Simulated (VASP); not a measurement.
# Ru5C in VASP: single point with LDA

Aim: the single point of Ru5C with LDA.

Everything below comes from runs of VASP 6.6.1. Logs are shortened: lines on timing, memory, paths and dates and some standing lists are left out, and cuts for length are marked.

### 1 The cell of the first run

The cell holds a slab with vacuum, 6 atoms: a = 2.674 Å, b = 2.674 Å, c = 25.400 Å, α = 90.00°, β = 90.00°, γ = 120.00°.

### 2 Single point, LDA, collinear spin

INCAR

```
SYSTEM = Ru5C
  ALGO = Normal
  DIPOL = 0.5 0.5 0.377
  EDIFF = 1E-6
  ENCUT = 520
  GGA = CA
  IDIPOL = 3
  ISIF = 2
  ISMEAR = 0
  ISPIN = 2
  KPAR = 4
  LASPH = .True.
  LCHARG = .False.
  LDIPOL = .True.
  LMAXMIX = 4
  LORBIT = 11
  LREAL = .False.
  LWAVE = .False.
  MAGMOM = 0 0 0 0 0 2
  NBANDS = 50
  NELM = 150
  PREC = Accurate
  SIGMA = 0.1
```

KPOINTS

```
k-points
0
Gamma
  12 12 1
  0 0 0
```

POSCAR

```
Ru5C
1.0
    2.6740588505      0.0000000000      0.0000000000
   -1.3370294253      2.3158028958      0.0000000000
    0.0000000000      0.0000000000     25.3999246690
Ru C
5 1
Direct
    0.6666666667      0.3333333333      0.1574807820
    0.3333333333      0.6666666667      0.2406849853
    0.6666666667      0.3333333333      0.3240221034
    0.3333333333      0.6666666667      0.4078536871
    0.6666666667      0.3333333333      0.4881874585
    1.1666666667      0.3333333333      0.6444871346
```

Potentials or basis: VASP PAW LDA potentials, release 64 (Ru_pv, C).

On the command line:

```console
$ cat potpaw_LDA.64/Ru_pv/POTCAR potpaw_LDA.64/C/POTCAR > POTCAR
$ mpirun -np 4 vasp_std > vasp.out
```

OUTCAR:

```text
SYSTEM = Ru5C
   EDIFF = 1E-6
   ENCUT = 520
   GGA = CA
   ISIF = 2
   ISMEAR = 0
   ISPIN = 2
   LASPH = .True.
   LORBIT = 11
   LREAL = .False.
   NELM = 150
   PREC = Accurate

 ion  position               nearest neighbor table
   1  0.667  0.333  0.157-   2 2.62   2 2.62   2 2.62
   2  0.333  0.667  0.241-   1 2.62   1 2.62   1 2.62   3 2.62   3 2.62   3 2.62
   3  0.667  0.333  0.324-   2 2.62   2 2.62   2 2.62   4 2.63   4 2.63   4 2.63
   4  0.333  0.667  0.408-   5 2.56   5 2.56   5 2.56   3 2.63   3 2.63   3 2.63
   5  0.667  0.333  0.488-   4 2.56   4 2.56   4 2.56
   6  0.167  0.333  0.644-

  LATTYP: Found a hexagonal cell.
 ALAT       =     2.6740588505
 C/A-ratio  =     9.4986408636

  Lattice vectors:

 A1 = (   2.6740588505,   0.0000000000,   0.0000000000)
 A2 = (  -1.3370294253,   2.3158028958,   0.0000000000)
 A3 = (   0.0000000000,   0.0000000000,  25.3999246690)

Analysis of symmetry for initial positions (statically):
=====================================================================
 Subroutine PRICEL returns:
 Original cell was already a primitive cell.

 Routine SETGRP: Setting up the symmetry group for a
 hexagonal supercell.

 Subroutine GETGRP returns: Found  2 space group operations
 (whereof  2 operations were pure point group operations)
 out of a pool of 24 trial point group operations.

The static configuration has the point symmetry C_1h.

Analysis of symmetry for dynamics (positions and initial velocities):
=====================================================================
 Subroutine PRICEL returns:
 Original cell was already a primitive cell.

 Routine SETGRP: Setting up the symmetry group for a
 hexagonal supercell.

 Subroutine GETGRP returns: Found  2 space group operations
 (whereof  2 operations were pure point group operations)
 out of a pool of 24 trial point group operations.

The dynamic configuration has the point symmetry C_1h.

Analysis of structural, dynamic, and magnetic symmetry:
=====================================================================
 Subroutine PRICEL returns:
 Original cell was already a primitive cell.

 Routine SETGRP: Setting up the symmetry group for a
 hexagonal supercell.

 Subroutine GETGRP returns: Found  2 space group operations
 (whereof  2 operations were pure point group operations)
 out of a pool of 24 trial point group operations.

The overall configuration has the point symmetry C_1h.

 Subroutine INISYM returns: Found  2 space group operations
 (whereof  2 operations are pure point group operations),
 and found     1 'primitive' translations

----------------------------------------------------------------------------------------

                                     Primitive cell

  volume of cell :     157.2914

  direct lattice vectors                    reciprocal lattice vectors
     2.674058850  0.000000000  0.000000000     0.373963348  0.215907840  0.000000000
    -1.337029425  2.315802896  0.000000000     0.000000000  0.431815679  0.000000000
     0.000000000  0.000000000 25.399924669     0.000000000  0.000000000  0.039370196

  length of vectors
     2.674058850  2.674058851 25.399924669     0.431815679  0.431815679  0.039370196

  position of ions in fractional coordinates (direct lattice)
     0.666666667  0.333333333  0.157480782
     0.333333333  0.666666667  0.240684985
     0.666666667  0.333333333  0.324022103
     0.333333333  0.666666667  0.407853687
     0.666666667  0.333333333  0.488187459
     0.166666667  0.333333333  0.644487135

  ion indices of the primitive-cell ions
   primitive index   ion index
                 1           1
                 2           2
                 3           3
                 4           4
                 5           5
                 6           6

----------------------------------------------------------------------------------------

 KPOINTS: k-points

Automatic generation of k-mesh.
 Grid dimensions read from file:
 generate k-points for:   12   12    1

 Generating k-lattice:

  Cartesian coordinates                     Fractional coordinates (reciprocal lattice)
     0.031163612  0.017992320  0.000000000     0.083333333  0.000000000  0.000000000
     0.000000000  0.035984640  0.000000000     0.000000000  0.083333333  0.000000000
     0.000000000  0.000000000  0.039370196     0.000000000  0.000000000  1.000000000

  Length of vectors
     0.035984640  0.035984640  0.039370196

  Shift w.r.t. Gamma in fractional coordinates (k-lattice)
     0.000000000  0.000000000  0.000000000

 Subroutine IBZKPT returns following result:
 ===========================================

 Found     43 irreducible k-points:

 Following reciprocal coordinates:
            Coordinates               Weight
  0.000000  0.000000  0.000000      1.000000
  0.083333 -0.000000  0.000000      4.000000
  0.000000  0.083333  0.000000      2.000000
  0.166667  0.000000  0.000000      4.000000
  0.000000  0.166667  0.000000      2.000000
  0.250000  0.000000  0.000000      4.000000
[... 16 lines left out ...]
 -0.083333  0.416667  0.000000      4.000000
 -0.416667  0.333333  0.000000      4.000000
 [... further k-points ...]
   k-points           NKPTS =     43   k-points in BZ     NKDIM =     43   number of bands    NBANDS=     50
   number of dos      NEDOS =    301   number of ions     NIONS =      6
   total plane-waves  NPLWV =  76800
   dimension x,y,z NGX =    20 NGY =   20 NGZ =  192
   dimension x,y,z NGXF=    40 NGYF=   40 NGZF=  384
   ions per type =               5   1
   NGX,Y,Z   is equivalent  to a cutoff of  12.43, 12.43, 12.57 a.u.
   NGXF,Y,Z  is equivalent  to a cutoff of  24.87, 24.87, 25.13 a.u.
 SYSTEM =  Ru5C
   PREC   = accura    normal or accurate (medium, high low for compatibility)
   ISTART =      0    job   : 0-new  1-cont  2-samecut
   ICHARG =      2    charge: 1-file 2-atom 10-const
   ISPIN  =      2    spin polarized calculation?
   LNONCOLLINEAR =      F non collinear calculations
   LSORBIT =      F    spin-orbit coupling
   LASPH  =      T    aspherical Exc in radial PAW
   ENCUT  =  520.0 eV  38.22 Ry    6.18 a.u.   4.97  4.97 47.23*2*pi/ulx,y,z
   NELM   =    150;   NELMIN=  2; NELMDL= -5     # of ELM steps
   EDIFF  = 0.1E-05   stopping-criterion for ELM
   LREAL  =      F    real-space projection
   EDIFFG = 0.1E-04   stopping-criterion for IOM
   NSW    =      0    number of steps for IOM
   IBRION =     -1    ionic relax: 0-MD 1-quasi-New 2-CG
   NFREE  =      0    steps in history (QN), initial steepest desc. (CG)
   ISIF   =      2    stress and relaxation
   ISYM   =      2    0-nonsym 1-usesym 2-fastsym
   POTIM  = 0.5000    time-step for ionic-motion
   TEBEG  =    0.0;   TEEND  =   0.0 temperature during run
   PSTRESS=    0.0 pullay stress
   NELECT =      74.0000    total number of electrons
   NUPDOWN=      -1.0000    fix difference up-down
   EMIN   =  10.00;   EMAX   =-10.00  energy-range for DOS
   EFERMI =   0.00;   METHOD = LEGACY
   ISMEAR =     0;   SIGMA  =   0.10  broadening in eV -4-tet -1-fermi 0-gaus
   EFERMI_NEDOS =   21; number of points for ismear=-14 and -15
   IALGO  =     38    algorithm
   IMIX   =      4    mixing-type and parameters
     AMIX     =   0.40;   BMIX     =  1.00
     AMIX_MAG =   1.60;   BMIX_MAG =  1.00
  volume/ion in A,a.u.               =      26.22       176.91
  Fermi-wavevector in a.u.,A,eV,Ry     =   1.273260  2.406112 22.057641  1.621191
  Thomas-Fermi vector in A             =   2.406093
   LORBIT       =     11    0 simple, 1 ext, 2 COOP (PROOUT), +10 PAW based schemes
   GGA     = CA    functional components
   LHFCALC =     F    Hartree Fock is set to
   AEXX    =    0.0000 exact exchange contribution
   IVDW    =     0    specifies the selected vdW correction
   LEPSILON=     F    determine dielectric tensor
   LRPA    =     F    only Hartree local field effects (RPA)
 spin polarized calculation
 Gauss-broadening in eV      SIGMA  =   0.10
  energy-cutoff  :      520.00
  volume of cell :      157.29
 maximum number of plane-waves:      4323
   NGX =  9   NGY =  9   NGZ = 95

 dipolmoment           0.000000      0.000000     -0.003238 electrons x Angstroem

 number of electron      74.0000016 magnetization       0.1976584

 dipolmoment           0.000000      0.000000      0.026713 electrons x Angstroem

 Free energy of the ion-electron system (eV)
  ---------------------------------------------------
  ext. energy  EPLUGINS =         0.00000000
  ---------------------------------------------------
  free energy    TOTEN  =       -54.40103291 eV

  energy without entropy =      -54.36493756  energy(sigma->0) =      -54.38298524

 E-fermi :   2.8476     XC(G=0):  -8.0084

 val. band max:        2.8425174759   @ k =  -0.0833   0.3333   0.0000
 cond. band min:       2.8507029846   @ k =  -0.1667   0.5000   0.0000
 fundamental gap:      0.0081855086
 Fermi energy:         2.8476109801

 spin component 1

 k-point     1 :       0.0000    0.0000    0.0000
  band No.  band energies     occupation
      1     -40.7713      1.00000
      2     -40.4708      1.00000
      3     -39.9840      1.00000
      4     -39.8285      1.00000
      5     -39.8280      1.00000
      6     -39.7456      1.00000
[... 41 lines left out ...]
     48       4.2328      0.00000
     49       6.5691      0.00000

 k-point     2 :       0.0833   -0.0000    0.0000
  band No.  band energies     occupation
      1     -40.7493      1.00000
      2     -40.4621      1.00000
      3     -40.0167      1.00000
      4     -39.8761      1.00000
      5     -39.8449      1.00000
      6     -39.7768      1.00000
[... 1136 lines left out ...]
 k-point    24 :      -0.4167    0.3333    0.0000
  band No.  band energies     occupation
      1     -40.6549      1.00000
      2     -40.6127      1.00000
      3     -40.4885      1.00000
      4     -40.4003      1.00000
      5     -40.1803      1.00000
      6     -40.0621      1.00000
[... 41 lines left out ...]
     48       7.1939      0.00000
     49       9.2706      0.00000

 [... further k-points ...]

 spin component 2

 k-point     1 :       0.0000    0.0000    0.0000
  band No.  band energies     occupation
      1     -40.7706      1.00000
      2     -40.4699      1.00000
      3     -39.9831      1.00000
      4     -39.8278      1.00000
      5     -39.8275      1.00000
      6     -39.7451      1.00000
[... 41 lines left out ...]
     48       4.2496      0.00000
     49       6.8352      0.00000

 k-point     2 :       0.0833   -0.0000    0.0000
  band No.  band energies     occupation
      1     -40.7486      1.00000
      2     -40.4613      1.00000
      3     -40.0158      1.00000
      4     -39.8755      1.00000
      5     -39.8443      1.00000
      6     -39.7763      1.00000
[... 1136 lines left out ...]
 k-point    24 :      -0.4167    0.3333    0.0000
  band No.  band energies     occupation
      1     -40.6543      1.00000
      2     -40.6124      1.00000
      3     -40.4879      1.00000
      4     -40.3995      1.00000
      5     -40.1797      1.00000
      6     -40.0614      1.00000
[... 41 lines left out ...]
     48       7.1981      0.00000
     49       9.2764      0.00000

 [... further k-points ...]

 [bands above 49 left out]

------------------------ aborting loop because EDIFF is reached ----------------------------------------

 vacuum level on the upper side and lower side of the slab       (xc-potential included)         0.374        -0.391

  FORCE on cell =-STRESS in cart. coord.  units (eV):
  Direction    XX          YY          ZZ          XY          YZ          ZX
  --------------------------------------------------------------------------------------
  -------------------------------------------------------------------------------------
  Total       -7.7246337     -7.7000919     -2.4394126      0.0000000     -0.0090954      0.0000000
  in kB      -78.6834683    -78.4334843    -24.8479673      0.0000000     -0.0926459      0.0000000
  external PRESSURE =     -60.6549733 kB  Pullay stress =       0.0000000 kB

 VOLUME and BASIS-vectors are now :
 -----------------------------------------------------------------------------
  energy-cutoff  :      520.00
  volume of cell :      157.29
      direct lattice vectors                 reciprocal lattice vectors
     2.674058850  0.000000000  0.000000000     0.373963348  0.215907840  0.000000000
    -1.337029425  2.315802896  0.000000000     0.000000000  0.431815679  0.000000000
     0.000000000  0.000000000 25.399924669     0.000000000  0.000000000  0.039370196

 POSITION                                       TOTAL-FORCE (eV/Angst)
 -----------------------------------------------------------------------------------
      1.33703      0.77193      4.00000        -0.000000      0.000227      0.715242
     -0.00000      1.54387      6.11338         0.000000     -0.000095     -0.732923
      1.33703      0.77193      8.23014        -0.000000      0.000221     -0.051381
     -0.00000      1.54387     10.35945        -0.000000      0.000866      0.101345
      1.33703      0.77193     12.39992        -0.000000      0.000055      0.214128
      0.00000      0.77193     16.36992         0.000000     -0.001275     -0.246410
 -----------------------------------------------------------------------------------
    total drift:                               -0.000000     -0.000001     -0.000635

  FREE ENERGIE OF THE ION-ELECTRON SYSTEM (eV)
  ---------------------------------------------------
  free  energy   TOTEN  =       -54.4010329148 eV

  energy  without entropy=      -54.3649375600  energy(sigma->0) =      -54.38298524

 vacuum level on the upper side and lower side of the slab         9.110         8.187

 total charge

# of ion       s       p       d       tot
------------------------------------------
    1        0.403   6.229   5.957  12.589
    2        0.419   6.336   5.978  12.733
    3        0.419   6.336   5.992  12.747
    4        0.425   6.349   5.991  12.766
    5        0.408   6.235   5.992  12.635
    6        1.057   0.851   0.000   1.908
--------------------------------------------------
tot          3.132  32.336  29.910  65.378

 magnetization (x)

# of ion       s       p       d       tot
------------------------------------------
    1        0.000   0.000   0.002   0.002
    2       -0.000   0.000   0.001   0.001
    3       -0.000  -0.000  -0.001  -0.001
    4        0.000   0.000   0.001   0.001
    5        0.000  -0.000   0.003   0.003
    6        0.006   0.092   0.000   0.098
--------------------------------------------------
tot          0.006   0.092   0.006   0.104
```

It took 4.3 min on 4 MPI ranks of AMD EPYC 7R13 (Zen 3), shared host; peak memory 0.53 GiB.

What came out:

| Item | Value |
| --- | --- |
| Free energy | -54.4010 eV |
| Largest force | 0.733 eV/Å |
| Net moment | 0.20 μB per cell |
| Site moments | Ru +0.00, -0.00 (each value once); C +0.10 μB |
| Valence electrons inside the program's atomic spheres | Ru 12.59, 12.73, 12.75, 12.77, 12.63; C 1.91 |

Forces on the atoms (eV/Å):
```
Ru   0.000  0.000  0.715
Ru   0.000  0.000 -0.733
Ru   0.000  0.000 -0.051
Ru   0.000  0.001  0.101
Ru   0.000  0.000  0.214
C    0.000 -0.001 -0.246
```

Levels at points of the mesh, in eV from the Fermi level:
Spin up:
```tsv
k point	band 33	band 34	band 35	band 36	band 37	band 38	band 39	band 40	band 41	band 42
(0.00, 0.00, 0.00)	-2.04	-2.04	-1.83	-1.07	-1.07	-1.06	-0.23	-0.23	0.53	0.64
(0.50, 0.00, 0.00)	-0.81	0.59	0.66	0.83	1.02	1.49	1.55	1.67	1.80	2.09
(0.00, 0.50, 0.00)	-0.81	0.59	0.66	0.82	1.03	1.49	1.55	1.67	1.80	2.09
```
Spin down:
| k point | band 34 | band 35 | band 36 | band 37 | band 38 | band 39 |
| --- | --- | --- | --- | --- | --- | --- |
| (0.00, 0.00, 0.00) | -2.04 | -1.71 | -1.07 | -1.07 | -0.99 | -0.23 |
| (0.50, 0.00, 0.00) | 0.59 | 0.70 | 0.96 | 1.12 | 1.49 | 1.55 |
| (0.00, 0.50, 0.00) | 0.59 | 0.71 | 0.95 | 1.13 | 1.49 | 1.55 |
